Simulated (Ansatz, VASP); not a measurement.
One calculation of C, two programs

File INCAR:

```
PREC = Accurate ; ENCUT = 910
EDIFF = 1E-7 ; ISMEAR = 0
SIGMA = 0.1 ; LREAL = F
LASPH = T ; NELM = 120
ALGO = Normal ; ISIF = 3
LWAVE = F ; LCHARG = F
GGA = PE ; IBRION = 2
NSW = 90 ; EDIFFG = -0.04
GGA_COMPAT = F ; NELMIN = 4
```

The input KPOINTS:

```
regular mesh
0
Gamma
  6 6 4
```

Contents of POSCAR:

```
C
1.0
    3.4454910138      0.0000000000      0.0000000000
    0.0000000000      3.4454910138      0.0000000000
    0.0000000000      0.0000000000      4.1798691399
C
4
Direct
    0.1979084365      0.5000000000      0.0000000000
    0.8020915635      0.5000000000      0.0000000000
    0.5000000000      0.1979084365      0.0000000000
    0.5000000000      0.8020915635      0.0000000000
```

Input for Ansatz:

```yaml
crystal:
  lattice:
    - [3.4454910138, 0.0, 0.0]
    - [0.0, 3.4454910138, 0.0]
    - [0.0, 0.0, 4.1798691399]
  atoms:
    - { symbol: C, position: [0.1979084365, 0.5, 0.0] }
    - { symbol: C, position: [0.8020915635, 0.5, 0.0] }
    - { symbol: C, position: [0.5, 0.1979084365, 0.0] }
    - { symbol: C, position: [0.5, 0.8020915635, 0.0] }
basis:
  ecutwfc: 420
kpoints:
  mp_grid: { grid: [6, 6, 4] }
hamiltonian:
  xc: pbe
scf:
  occupations: { method: gaussian, width: 0.1 }
  lower_state_search: "off"
output:
  forces: true
  stress: true
  eigenvalues: true
relax:
  adjacent_minimum: "off"
  f_tol: 0.04
  max_steps: 70
  cell: { stress_tol: 0.4 }
```

Alike in both runs: task relaxation of cell and atoms; functional PBE; k mesh 6 × 6 × 4; occupations gaussian, width 0.1 eV; no spin polarisation.

|  | VASP | Ansatz |
| --- | --- | --- |
| version | VASP 6.6.1 | Ansatz 0.2.0 |
| potentials or method | VASP PAW PBE potentials, release 64 (C_h), cutoff 910 eV | scalar-relativistic, plane waves, PAW |
| valence electrons in the cell | 16 | 16 |

|  | VASP | Ansatz | Ansatz less VASP |
| --- | --- | --- | --- |
| gap on the k mesh at the Fermi level, each at its own relaxed structure (eV) | none | none | - |
| relaxed volume (Å³/atom) | 12.40 | 12.24 | -0.155 |
| relaxed cell length with the largest relative difference (Å) | 4.179 | 4.126 | -0.0534 |

A gap of «none» marks a metal or a gap that the smearing closes.

The k mesh is coarse, so the values compare programs but aren't converged. Noted on VASP's run: the cutoff is short for stress, so the pressure is rough.
